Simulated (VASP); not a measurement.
Set up this calculation in VASP 6.6.1, as the native input.

| Item | Value |
| --- | --- |
| Task | single point |
| Functional | r2SCAN |
| Potentials or basis | VASP PAW PBE potentials, release 64 (Au) |
| Cutoff | 520 eV |
| k mesh | 14 × 14 × 4 |
| Occupations | fermi-dirac, width 0.1 eV |
| Spin | no spin polarisation |
| Dipole correction | no |
| Further INCAR settings | ALGO = Normal; EDIFF = 1e-06; NBANDS = 30 |

Crystal: Au.

```
CELL_PARAMETERS angstrom
2.96801 0.00000 0.00000
-1.48401 2.57037 0.00000
0.00000 0.00000 9.93921
ATOMIC_POSITIONS crystal
Au 0.00000 0.00000 0.00000
Au 0.00000 0.00000 0.50000
Au 0.33333 0.66667 0.25000
Au 0.66667 0.33333 0.75000
```

This isn't the form of Au at room conditions, which is fcc.

The input as run:

POSCAR

```
Au
1.0
    2.9680130103      0.0000000000      0.0000000000
   -1.4840065051      2.5703746657      0.0000000000
    0.0000000000      0.0000000000      9.9392127587
Au
4
Direct
    1.0000000000      1.0000000000      0.0000000000
    1.0000000000      1.0000000000      0.5000000000
    0.3333333333      0.6666666667      0.2500000000
    0.6666666667      0.3333333333      0.7500000000
```

INCAR.step1

```
  PREC = Accurate
  ENCUT = 520
  ISMEAR = -1
  SIGMA = 0.1
  LREAL = False
  LASPH = True
  NELM = 100
  NBANDS = 30
  GGA = PE
  ALGO = Normal
  EDIFF = 1E-4
  LWAVE = True
  LCHARG = False
```

INCAR.step2

```
  PREC = Accurate
  ENCUT = 520
  EDIFF = 1E-6
  ISMEAR = -1
  SIGMA = 0.1
  LREAL = False
  LASPH = True
  NELM = 100
  ALGO = Normal
  ISIF = 2
  LWAVE = False
  LCHARG = False
  METAGGA = R2SCAN
  LMIXTAU = True
  NBANDS = 30
  ISTART = 1
```

KPOINTS

```
regular mesh
0
Gamma
  14 14 4
```

Potentials or basis: VASP PAW PBE potentials, release 64 (Au).

Launch:

```console
$ cat potpaw_PBE.64/Au/POTCAR > POTCAR
$ cp INCAR.step1 INCAR
$ mpirun -np 1 vasp_std > vasp.out
$ cp INCAR.step2 INCAR
$ mpirun -np 1 vasp_std > vasp.out
```

It gave:

```yaml
Pressure: -9.1 GPa
Band_gap_on_the_k_mesh: zero (bands 22 and 23 overlap by 4.83 eV)
```

Caveat: the cell stands under tension; the PAW data sets were made with another functional, which shifts forces and pressure a little; spin-orbit coupling is left out, which moves the levels of the heavy elements.

It took 4.8 min on 1 thread of Intel(R) Xeon(R) Platinum 8488C (Sapphire Rapids), with other jobs on the host, peak memory 0.29 GiB.
